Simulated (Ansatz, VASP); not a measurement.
**One calculation of AlP, two programs**

```
Al P
1.0
     0.00000    2.73526    2.73526
     2.73526    0.00000    2.73526
     2.73526    2.73526    0.00000
Al P
1 1
Cartesian
  0.0000 0.0000 0.0000
  1.3676 1.3676 1.3676
```

Alike in both runs: functional PBEsol; k mesh 8 × 8 × 8; occupations gaussian, width 0.02 eV; no spin polarisation.

Ansatz relaxed the structure, and its values are those at the end. VASP's run is a single point on that final structure, the one shown.

```csv
,VASP,Ansatz
version,VASP 6.6.1,Ansatz 0.2.0
potentials or method,"VASP PAW PBE potentials, release 64 (Al, P), cutoff 500 eV","scalar-relativistic, plane waves, PAW"
valence electrons in the cell,8,8
```

|  | VASP | Ansatz | Ansatz less VASP |
| --- | --- | --- | --- |
| gap on the k mesh at the Fermi level (eV) | 1.45 | 1.45 | +0.003 |
| least direct gap on the mesh (eV) | 3.15 | 3.15 | -0.006 |
| pressure (GPa) | 0.0 | 0.0 | -0.03 |

VASP's potentials were made for PBE, not for PBEsol.
